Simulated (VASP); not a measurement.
## Zr: single point with PBEsol

Zr:

```
Zr
1.0
     3.33363    0.00000    0.00000
    -1.66682    2.88701    0.00000
     0.00000    0.00000    5.32295
Zr
2
Direct
  0.33333 0.66667 0.25000
  0.66667 0.33333 0.75000
```

- Program: VASP 6.6.1
- Task: single point
- Functional: PBEsol
- Potentials or basis: VASP PAW PBE potentials, release 64 (Zr_sv)
- Cutoff: 500 eV
- k mesh: 6 × 6 × 4
- Occupations: gaussian, width 0.1 eV
- Spin: no spin polarisation
- Dipole correction: no
- Further INCAR settings: ALGO = Normal; EDIFF = 1e-06; NBANDS = 19

```
Pressure               : -10.5 GPa
Band gap on the k mesh : zero (band 12 reaches 8.69 eV, above the bottom of band 13 at 7.75 eV)
```

Stress tensor (GPa, compression positive):
```
-10.67   0.00   0.00
  0.00 -10.67   0.00
  0.00   0.00 -10.20
```

Levels at points of the mesh, in eV from the Fermi level:
```tsv
k point	band 8	band 9	band 10	band 11	band 12	band 13	band 14	band 15	band 16	band 17
(0.00, 0.00, 0.00)	-26.63	-5.55	-2.86	0.78	0.78	0.78	0.88	1.38	1.38	1.91
(0.50, 0.00, 0.00)	-26.71	-2.45	-2.31	-1.94	-0.42	0.49	0.61	1.23	4.33	4.66
(0.00, 0.00, 0.50)	-26.69	-3.96	-3.96	-0.01	-0.01	0.69	0.69	0.69	0.69	3.48
(0.50, 0.00, 0.50)	-26.80	-2.67	-2.67	-0.96	-0.96	1.26	1.26	1.96	1.96	4.54
```

It took 21 s on 1 thread of Intel Xeon 8259CL (shared host), peak memory 0.16 GiB.

Caveat: the k points lie up to 0.36 Å⁻¹ apart; the PAW data sets were made with another functional, which shifts forces and pressure a little.
